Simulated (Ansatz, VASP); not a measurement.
**Zn: VASP beside Ansatz**

The input INCAR:

```
SYSTEM = Zn
PREC = Accurate ; ENCUT = 600
EDIFF = 1E-6 ; ISMEAR = 0
SIGMA = 0.1 ; LREAL = .False.
LASPH = .True. ; NELM = 100
ALGO = Normal ; ISIF = 3
LWAVE = .False. ; LCHARG = .False.
GGA = PS ; IBRION = 2
NSW = 80 ; EDIFFG = -0.1
```

KPOINTS

```
Automatic mesh
0
Gamma
  10 10 4
  0 0 0
```

File POSCAR:

```
Zn
1.0
    2.6700000000      0.0000000000      0.0000000000
   -1.3350000000      2.3122878300      0.0000000000
    0.0000000000      0.0000000000      4.9660000000
Zn
2
Direct
    0.3333333333      0.6666666667      0.2500000000
    0.6666666667      0.3333333333      0.7500000000
```

Input for Ansatz:

```yaml
crystal:
  lattice:
    - [2.67, 0.0, 0.0]
    - [-1.335, 2.31228783, 0.0]
    - [0.0, 0.0, 4.966]
  atoms:
    - { symbol: Zn, position: [0.3333333333333333, 0.6666666666666666, 0.25] }
    - { symbol: Zn, position: [0.6666666666666666, 0.3333333333333333, 0.75] }
kpoints:
  mp_grid:
    grid: [10, 10, 4]
hamiltonian:
  xc: pbesol
  dispersion: none
scf:
  convergence:
    dr2_threshold: 1.0e-07
  mixing:
    algorithm: msr1
    beta: 0.4
    ndim: 6
  occupations:
    method: gaussian
relax:
  f_tol: 0.1
  density_extrapolation: none
  cell: {}
```

Alike in both runs: task relaxation of cell and atoms; functional PBEsol; k mesh 10 × 10 × 4; no spin polarisation.

```csv
,VASP,Ansatz
version,VASP 6.6.1,Ansatz 0.2.0
potentials or method,"VASP PAW PBE potentials, release 64 (Zn)","plane waves, PAW"
plane-wave cutoff (eV),600,420
occupations,"gaussian, width 0.1 eV",gaussian
valence electrons in the cell,24,24
```

```csv
,VASP,Ansatz,Ansatz less VASP
relaxed volume (Å³/atom),14.16,14.11,-0.051
relaxed length of the cell vector where the two differ most in proportion (Å),4.788,4.772,-0.0163
```

VASP's potentials were made for PBE, not for PBEsol. Ansatz's warnings: stress scf threshold loose.
